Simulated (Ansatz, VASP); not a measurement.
One calculation of BaTiO3, two programs

INCAR

```
PREC = Accurate
ENCUT = 520
EDIFF = 1E-8
ISMEAR = -1
SIGMA = 0.02
LREAL = False
LASPH = True
NELM = 100
ALGO = Normal
ISIF = 2
LWAVE = False
LCHARG = False
GGA = PE
LEFG = True
NBANDS = 28
```

The input KPOINTS:

```
regular mesh
0
Gamma
  8 8 8
```

POSCAR

```
BaTiO3
1.0
    3.9998000000      0.0000000000      0.0000000000
    0.0000000000      3.9998000000      0.0000000000
    0.0000000000      0.0000000000      4.0180000000
Ba Ti O
1 1 3
Direct
    0.0000000000      0.0000000000      0.0000000000
    0.5000000000      0.5000000000      0.4820000000
    0.5000000000      0.5000000000      0.0160000000
    0.5000000000      0.0000000000      0.5150000000
    0.0000000000      0.5000000000      0.5150000000
```

Input for Ansatz:

```yaml
crystal:
  lattice:
    - [3.9998, 0.0, 0.0]
    - [0.0, 3.9998, 0.0]
    - [0.0, 0.0, 4.018]
  atoms:
    - { symbol: Ba, position: [0.0, 0.0, 0.0] }
    - { symbol: Ti, position: [0.5, 0.5, 0.482] }
    - { symbol: O, position: [0.5, 0.5, 0.016] }
    - { symbol: O, position: [0.5, 0.0, 0.515] }
    - { symbol: O, position: [0.0, 0.5, 0.515] }
kpoints:
  mp_grid: { grid: [8, 8, 8] }
scf:
  occupations: { method: fermi_dirac, width: 0.02 }
hamiltonian:
  xc: pbe
  pseudopotentials: { kind: paw }
output:
  forces: true
  stress: true
  populations: true
  efg:
    quadrupole_moments_barn: { Ba: 0.236, Ti: 0.247, O: -0.02558 }
    contact_densities: true
```

Alike in both runs: task electric field gradients; functional PBE; k mesh 8 × 8 × 8; occupations fermi-dirac, width 0.02 eV; no spin polarisation.

```csv
,VASP,Ansatz
version,VASP 6.6.1,Ansatz 0.2.0
potentials or method,"VASP PAW PBE potentials, release 64 (Ba_sv, Ti_sv, O)","plane-wave PAW, scalar-relativistic"
plane-wave cutoff (eV),520,420
valence electrons in the cell,40,40
```

VASP gave:

- gap on the k mesh at the Fermi level (eV): 1.77
- pressure (GPa): 4.4
- traceless stress, the component that is largest in VASP (GPa): 1.05
- rms of the force components (eV/Å): 0.101
- size of Vzz on the site where it differs most (V/Å²): 16.2

Task: What did Ansatz give for the same quantities?

Result: gap on the k mesh at the Fermi level (eV): 1.84; pressure (GPa): 2.7; traceless stress, the component that is largest in VASP (GPa): 0.99; rms of the force components (eV/Å): 0.109; size of Vzz on the site where it differs most (V/Å²): 17.3.

Atom by atom the forces differ by 0.019 eV/Å (rms over components). With one functional, cell and mesh, what is left measures potentials, basis and numerics.

Neither program's run includes spin-orbit coupling.
